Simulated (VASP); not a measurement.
# Mg (P6_3/mmc) in VASP: a series of runs, part 2 of 2

VASP 6.6.1.

**5. Single point, PBE**

This run uses another cell than the first one, of 23.45 Å³/atom, 1.095 times its volume.

File INCAR:

```
SYSTEM = Mg
PREC = Accurate
ENCUT = 520
EDIFF = 1E-6
ISMEAR = 0
SIGMA = 0.1
LREAL = .FALSE.
LASPH = .TRUE.
NELM = 80
ALGO = Normal
ISIF = 2
LWAVE = .FALSE.
LCHARG = .FALSE.
GGA = PE
NBANDS = 12
```

File KPOINTS:

```
regular mesh
0
G
  8 8 3
  0 0 0
```

File POSCAR:

```
Mg
1.0
    3.2186351888      0.0000000000      0.0000000000
   -1.6093125286      2.7874142834      0.0000000000
    0.0000000000      0.0000000000     10.4546500457
Mg
4
Direct
    0.0000000000      0.0000000000      0.0000000000
    0.3333333333      0.6666666667      0.2500000000
    0.0000000000      0.0000000000      0.5000000000
    0.6666666667      0.3333333333      0.7500000000
```

Potentials or basis: VASP PAW PBE potentials, release 64 (Mg).

Started as:

```console
$ cat potpaw_PBE.64/Mg/POTCAR > POTCAR
$ mpirun -np 1 vasp_std > vasp.out
```

OUTCAR:

```text
SYSTEM = Mg
   PREC = Accurate
   ENCUT = 520
   EDIFF = 1E-6
   ISMEAR = 0
   LREAL = .FALSE.
   LASPH = .TRUE.
   NELM = 80
   ISIF = 2
   GGA = PE

 ion  position               nearest neighbor table
   1  0.000  0.000  0.000-   2 3.21   4 3.21   4 3.21   2 3.21   4 3.21   2 3.21
   2  0.333  0.667  0.250-   1 3.21   3 3.21   1 3.21   3 3.21   1 3.21   3 3.21
   3  0.000  0.000  0.500-   2 3.21   4 3.21   4 3.21   2 3.21   4 3.21   2 3.21
   4  0.667  0.333  0.750-   1 3.21   3 3.21   1 3.21   3 3.21   1 3.21   3 3.21

  LATTYP: Found a hexagonal cell.
 ALAT       =     3.2186351888
 C/A-ratio  =     3.2481624765

  Lattice vectors:

 A1 = (   3.2186351888,   0.0000000000,   0.0000000000)
 A2 = (  -1.6093125286,   2.7874142834,   0.0000000000)
 A3 = (   0.0000000000,   0.0000000000,  10.4546500457)

Analysis of symmetry for initial positions (statically):
=====================================================================
 Subroutine PRICEL returns:
 Original cell was already a primitive cell.

 Routine SETGRP: Setting up the symmetry group for a
 hexagonal supercell.

[... 183 lines left out ...]
      7       7.4887      0.00000
      8      13.3581      0.00000
      9      13.3581      0.00000
     10      13.3936      0.00000
     11      13.3937      0.00000
     12      14.1318      0.00000
[... 271 lines left out ...]
 k-point    20 :       0.3750    0.2500    0.3333
  band No.  band energies     occupation
      1       1.4112      2.00000
      2       1.4131      2.00000
      3       1.8347      2.00000
      4       1.8356      2.00000
      5       3.4293      0.00000
      6       3.5450      0.00000
      7       3.6495      0.00000
      8       4.3451      0.00000
      9       4.9697      0.00000
     10       5.1760      0.00000
     11       6.1363      0.00000
     12       7.2590      0.00000

------------------------ aborting loop because EDIFF is reached ----------------------------------------

  FORCE on cell =-STRESS in cart. coord.  units (eV):
  Direction    XX          YY          ZZ          XY          YZ          ZX
  --------------------------------------------------------------------------------------
  -------------------------------------------------------------------------------------
  Total       -0.3517168     -0.3517154     -0.5810895     -0.0000006      0.0000000      0.0000000
  in kB       -6.0078752     -6.0078513     -9.9259207     -0.0000109      0.0000000      0.0000000
  external PRESSURE =      -7.3138824 kB  Pullay stress =       0.0000000 kB

 VOLUME and BASIS-vectors are now :
 -----------------------------------------------------------------------------
  energy-cutoff  :      520.00
  volume of cell :       93.80
      direct lattice vectors                 reciprocal lattice vectors
     3.218635189  0.000000000  0.000000000     0.310690694  0.179377149  0.000000000
    -1.609312529  2.787414283  0.000000000     0.000000000  0.358755426  0.000000000
     0.000000000  0.000000000 10.454650046     0.000000000  0.000000000  0.095651217

 POSITION                                       TOTAL-FORCE (eV/Angst)
 -----------------------------------------------------------------------------------
      0.00000      0.00000      0.00000        -0.000000     -0.000000     -0.000000
      0.00000      1.85828      2.61366        -0.000000     -0.000000      0.000000
      0.00000      0.00000      5.22733        -0.000000     -0.000000     -0.000000
      1.60932      0.92914      7.84099         0.000000      0.000000      0.000000
 -----------------------------------------------------------------------------------
    total drift:                                0.000000     -0.000000     -0.000000

  FREE ENERGIE OF THE ION-ELECTRON SYSTEM (eV)
  ---------------------------------------------------
  free  energy   TOTEN  =        -6.0576860799 eV

  energy  without entropy=       -6.0502933797  energy(sigma->0) =       -6.05398973
```

Wall time 37 s (1 thread of AMD EPYC 7R13, shared host); peak memory 0.17 GiB.

Results:

```
Free energy            : -6.0577 eV
Pressure               : -0.7 GPa
Band gap on the k mesh : zero (band 4 reaches 3.57 eV, above the bottom of band 5 at 1.28 eV)
```

**6. Single point, PBE**

This run uses another cell than the first one, of 24.13 Å³/atom, 1.126 times its volume.

File INCAR:

```
PREC = Accurate ; ENCUT = 520
EDIFF = 1E-7 ; ISMEAR = 0
SIGMA = 0.1 ; LREAL = F
LASPH = T ; NELM = 100
ALGO = Normal ; ISIF = 2
LWAVE = F ; LCHARG = F
GGA = PE ; NBANDS = 12
```

File KPOINTS:

```
Automatic mesh
0
Gamma
  8 8 3
```

File POSCAR:

```
Mg
1.0
    3.2492907023      0.0000000000      0.0000000000
   -1.6246402371      2.8139626839      0.0000000000
    0.0000000000      0.0000000000     10.5542241343
Mg
4
Direct
    0.0000000000      0.0000000000      0.0000000000
    0.3333333333      0.6666666667      0.2500000000
    0.0000000000      0.0000000000      0.5000000000
    0.6666666667      0.3333333333      0.7500000000
```

Potentials or basis: VASP PAW PBE potentials, release 64 (Mg).

Started as:

```console
$ cat potpaw_PBE.64/Mg/POTCAR > POTCAR
$ mpirun -np 1 vasp_std > vasp.out
```

OUTCAR:

```text
PREC = Accurate
   ENCUT = 520
   EDIFF = 1E-7
   ISMEAR = 0
   LREAL = F
   LASPH = T
   NELM = 100
   ISIF = 2
   GGA = PE

 ion  position               nearest neighbor table
   1  0.000  0.000  0.000-   2 3.24   4 3.24   4 3.24   2 3.24   4 3.24   2 3.24
   2  0.333  0.667  0.250-   1 3.24   3 3.24   1 3.24   3 3.24   1 3.24   3 3.24
   3  0.000  0.000  0.500-   2 3.24   4 3.24   4 3.24   2 3.24   4 3.24   2 3.24
   4  0.667  0.333  0.750-   1 3.24   3 3.24   1 3.24   3 3.24   1 3.24   3 3.24

  LATTYP: Found a hexagonal cell.
 ALAT       =     3.2492907023
 C/A-ratio  =     3.2481624765

  Lattice vectors:

 A1 = (   3.2492907023,   0.0000000000,   0.0000000000)
 A2 = (  -1.6246402371,   2.8139626839,   0.0000000000)
 A3 = (   0.0000000000,   0.0000000000,  10.5542241343)

Analysis of symmetry for initial positions (statically):
=====================================================================
 Subroutine PRICEL returns:
 Original cell was already a primitive cell.

 Routine SETGRP: Setting up the symmetry group for a
 hexagonal supercell.

 Subroutine GETGRP returns: Found 24 space group operations
 (whereof 12 operations were pure point group operations)
 out of a pool of 24 trial point group operations.

The static configuration has the point symmetry D_3d.
 The point group associated with its full space group is D_6h.

Analysis of symmetry for dynamics (positions and initial velocities):
=====================================================================
 Subroutine PRICEL returns:
 Original cell was already a primitive cell.

 Routine SETGRP: Setting up the symmetry group for a
 hexagonal supercell.

 Subroutine GETGRP returns: Found 24 space group operations
 (whereof 12 operations were pure point group operations)
 out of a pool of 24 trial point group operations.

The dynamic configuration has the point symmetry D_3d.
 The point group associated with its full space group is D_6h.

 Subroutine INISYM returns: Found 24 space group operations
[... 126 lines left out ...]
   LRPA    =     F    only Hartree local field effects (RPA)
 non-spin polarized calculation
 Gauss-broadening in eV      SIGMA  =   0.10
  energy-cutoff  :      520.00
  volume of cell :       96.50
 maximum number of plane-waves:      2623
   NGX = 13   NGY = 13   NGZ = 39

 number of electron       7.9999999 magnetization

 Free energy of the ion-electron system (eV)
  ---------------------------------------------------
  ext. energy  EPLUGINS =         0.00000000
  ---------------------------------------------------
  free energy    TOTEN  =        -6.03755625 eV

  energy without entropy =       -6.03024057  energy(sigma->0) =       -6.03389841

 E-fermi :   2.4096     XC(G=0):  -8.3388

 val. band max:        2.2654892822   @ k =   0.2500  -0.0000   0.0000
 cond. band min:       2.4162208766   @ k =   0.3750   0.1250   0.3333
 fundamental gap:      0.1507315943
 Fermi energy:         2.4096144842

 k-point     1 :       0.0000    0.0000    0.0000
  band No.  band energies     occupation
      1      -4.3408      2.00000
      2      -2.9969      2.00000
      3      -2.9926      2.00000
      4       0.7741      2.00000
      5       1.1330      2.00000
      6       7.2520      0.00000
      7       7.2604      0.00000
      8      13.0407      0.00000
      9      13.0407      0.00000
     10      13.0477      0.00000
     11      13.0478      0.00000
     12      13.8263      0.00000
[... 271 lines left out ...]
 k-point    20 :       0.3750    0.2500    0.3333
  band No.  band energies     occupation
      1       1.2857      2.00000
      2       1.2961      2.00000
      3       1.6982      2.00000
      4       1.7109      2.00000
      5       3.2769      0.00000
      6       3.4026      0.00000
      7       3.4803      0.00000
      8       4.1648      0.00000
      9       4.7712      0.00000
     10       4.9653      0.00000
     11       5.9205      0.00000
     12       7.0284      0.00000

------------------------ aborting loop because EDIFF is reached ----------------------------------------

  FORCE on cell =-STRESS in cart. coord.  units (eV):
  Direction    XX          YY          ZZ          XY          YZ          ZX
  --------------------------------------------------------------------------------------
  -------------------------------------------------------------------------------------
  Total       -0.9067663     -0.9067627     -1.1358182     -0.0000016      0.0000000      0.0000000
  in kB      -15.0547226    -15.0546626    -18.8575906     -0.0000274      0.0000000      0.0000000
  external PRESSURE =     -16.3223253 kB  Pullay stress =       0.0000000 kB

 VOLUME and BASIS-vectors are now :
 -----------------------------------------------------------------------------
  energy-cutoff  :      520.00
  volume of cell :       96.50
      direct lattice vectors                 reciprocal lattice vectors
     3.249290702  0.000000000  0.000000000     0.307759475  0.177684810  0.000000000
    -1.624640237  2.813962684  0.000000000     0.000000000  0.355370740  0.000000000
     0.000000000  0.000000000 10.554224134     0.000000000  0.000000000  0.094748793

 POSITION                                       TOTAL-FORCE (eV/Angst)
 -----------------------------------------------------------------------------------
      0.00000      0.00000      0.00000        -0.000000      0.000000     -0.000000
      0.00000      1.87598      2.63856        -0.000000     -0.000000     -0.000000
      0.00000      0.00000      5.27711        -0.000000      0.000000     -0.000000
      1.62465      0.93799      7.91567         0.000000      0.000000      0.000000
 -----------------------------------------------------------------------------------
    total drift:                                0.000000     -0.000000      0.000000

  FREE ENERGIE OF THE ION-ELECTRON SYSTEM (eV)
  ---------------------------------------------------
  free  energy   TOTEN  =        -6.0375562513 eV

  energy  without entropy=       -6.0302405739  energy(sigma->0) =       -6.03389841
```

Run time: 41 s. Hardware: 1 thread of AMD EPYC 7R13, shared host; peak memory 0.17 GiB.

Results:

```yaml
Free_energy: -6.0376 eV
Pressure: -1.6 GPa
Band_gap_on_the_k_mesh: zero (band 4 reaches 3.42 eV, above the bottom of band 5 at 1.13 eV)
```

Stress tensor (GPa, compression positive):
```
-1.51  0.00  0.00
 0.00 -1.51  0.00
 0.00  0.00 -1.89
```

**7. The runs side by side**

| cell | gap on the mesh (eV) | pressure (GPa) |
| --- | --- | --- |
| a = 3.123, b = 3.123, c = 10.144 Å, angles 90.0, 90.0, 120.0°, 4 atoms | none | 2.9 |
| a = 3.156, b = 3.156, c = 10.250 Å, angles 90.0, 90.0, 120.0°, 4 atoms | none | 1.5 |
| a = 3.187, b = 3.187, c = 10.353 Å, angles 90.0, 90.0, 120.0°, 4 atoms | none | 0.3 |
| a = 3.219, b = 3.219, c = 10.455 Å, angles 90.0, 90.0, 120.0°, 4 atoms | none | -0.7 |
| a = 3.249, b = 3.249, c = 10.554 Å, angles 90.0, 90.0, 120.0°, 4 atoms | none | -1.6 |

Alike in all rows: task single point; level PBE; potentials or basis VASP PAW PBE potentials, release 64 (Mg); no spin polarisation; k mesh 8 × 8 × 3; cutoff (eV) 520; smearing gaussian 0.1 eV.

Total energies depend on the potentials used, so only differences within one code and one set of settings carry meaning.
